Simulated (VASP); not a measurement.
Set up this calculation in VASP 6.6.1, as the native input.

```yaml
Task: single point
Functional: PBE
Potentials_or_basis: VASP PAW PBE potentials, release 64 (Ga_d, As)
Cutoff: 500 eV
k_mesh: 4 × 4 × 4
Occupations: gaussian, width 0.01 eV
Spin: no spin polarisation
Dipole_correction: no
Further_INCAR_settings: ALGO = Normal; EDIFF = 1e-06; NBANDS = 16
```

The structure of GaAs lies in POSCAR:

```
GaAs
1.0
    0.0000000000      2.6704741800      2.6704741800
    2.6704741800      0.0000000000      2.6704741800
    2.6704741800      2.6704741800      0.0000000000
Ga As
1 1
Direct
    0.0000000000      0.0000000000      0.0000000000
    0.2500000000      0.2500000000      0.2500000000
```

These files were run (other wordings do the same):

INCAR

```
SYSTEM = GaAs
PREC = Accurate
ENCUT = 500
EDIFF = 1E-6
ISMEAR = 0
SIGMA = 0.01
LREAL = .FALSE.
LASPH = .TRUE.
NELM = 120
ALGO = Normal
ISIF = 2
LWAVE = .FALSE.
LCHARG = .FALSE.
GGA = PE
NBANDS = 16
GGA_COMPAT = .FALSE.
```

KPOINTS

```
Automatic mesh
0
G
  4 4 4
  0 0 0
```

Potentials or basis: VASP PAW PBE potentials, release 64 (Ga_d, As).

Run with:

```sh
$ cat potpaw_PBE.64/Ga_d/POTCAR potpaw_PBE.64/As/POTCAR > POTCAR
$ mpirun -np 1 vasp_std > vasp.out
```

It gave:

| Item | Value |
| --- | --- |
| Pressure | 23.1 GPa |
| Band gap on the k mesh | 1.06 eV, indirect (least direct gap 1.87 eV) |

Caveat: the k points lie up to 0.51 Å⁻¹ apart.

Run time: 8.6 s on 1 thread of Intel(R) Xeon(R) Platinum 8559C (Emerald Rapids) (shared host), peak memory 0.15 GiB.
